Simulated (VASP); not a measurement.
A run of VASP 6.6.1:

INCAR

```
PREC = Accurate ; ENCUT = 520
EDIFF = 1E-6 ; ISMEAR = 0
SIGMA = 0.1 ; LREAL = F
LASPH = T ; NELM = 100
ALGO = Fast ; ISIF = 2
LWAVE = F ; LCHARG = F
GGA = PE ; NBANDS = 18
```

The input KPOINTS:

```
regular mesh
0
Gamma
  18 18 18
```

Contents of POSCAR:

```
CoW
1.0
   -1.8422072998     -1.8422072998     -3.7561729288
   -1.8422072998     -3.7561729288     -1.8422072998
   -3.7561729288     -1.8422072998     -1.8422072998
Co W
1 1
Direct
    0.0000000000      0.0000000000      0.0000000000
    0.5000000000      0.5000000000      0.5000000000
```

Potentials or basis: VASP PAW PBE potentials, release 64 (Co, W_sv).

The run is started by

```console
$ cat potpaw_PBE.64/Co/POTCAR potpaw_PBE.64/W_sv/POTCAR > POTCAR
$ mpirun -np 1 vasp_std > vasp.out
```

Hardware: 1 thread of Intel(R) Xeon(R) 6975P-C (Granite Rapids), with other jobs on the host.

Question: How long does it take, and how much memory?

Answer: Run time: 6.1 min on 1 thread of Intel(R) Xeon(R) 6975P-C (Granite Rapids) (shared host), peak memory 0.46 GiB. Counts: scf iterations 17, k points 580.
